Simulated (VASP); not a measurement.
Set up this calculation in VASP 6.6.1, as the native input.

| Item | Value |
| --- | --- |
| Task | single point |
| Functional | LDA |
| Potentials or basis | VASP PAW LDA potentials, release 64 (Zr_sv, H) |
| Cutoff | 520 eV |
| k mesh | 10 × 10 × 10 |
| Occupations | fermi-dirac, width 0.1 eV |
| Spin | no spin polarisation |
| Dipole correction | no |
| Further INCAR settings | ALGO = Normal; EDIFF = 1e-06; NBANDS = 14 |

The structure of ZrH2 lies in POSCAR:

```
ZrH2
1.0
    0.0000000000      2.4092250000      2.4092250000
    2.4092250000      0.0000000000      2.4092250000
    2.4092250000      2.4092250000      0.0000000000
Zr H
1 2
Direct
    0.0000000000      0.0000000000      0.0000000000
    0.7500000000      0.7500000000      0.7500000000
    0.2500000000      0.2500000000      0.2500000000
```

These files were run (other wordings do the same):

INCAR

```
ALGO = Normal ; EDIFF = 1E-6
ENCUT = 520 ; GGA = CA
ISIF = 2 ; ISMEAR = -1
LASPH = True ; LCHARG = True
LELF = True ; LREAL = False
LVHAR = True ; LWAVE = False
NBANDS = 14 ; NELM = 60
PREC = Accurate ; SIGMA = 0.1
```

KPOINTS

```
k-points
0
Gamma
  10 10 10
```

Potentials or basis: VASP PAW LDA potentials, release 64 (Zr_sv, H).

Command:

```console
$ cat potpaw_LDA.64/Zr_sv/POTCAR potpaw_LDA.64/H/POTCAR > POTCAR
$ mpirun -np 1 vasp_std > vasp.out
```

Results of the run:

| Item | Value |
| --- | --- |
| Pressure | -6.7 GPa |
| Band gap on the k mesh | zero (band 7 reaches 8.64 eV, above the bottom of band 8 at 7.84 eV) |

It took 40 s on 1 thread of Intel Xeon 6975P-C (shared host), peak memory 0.15 GiB.
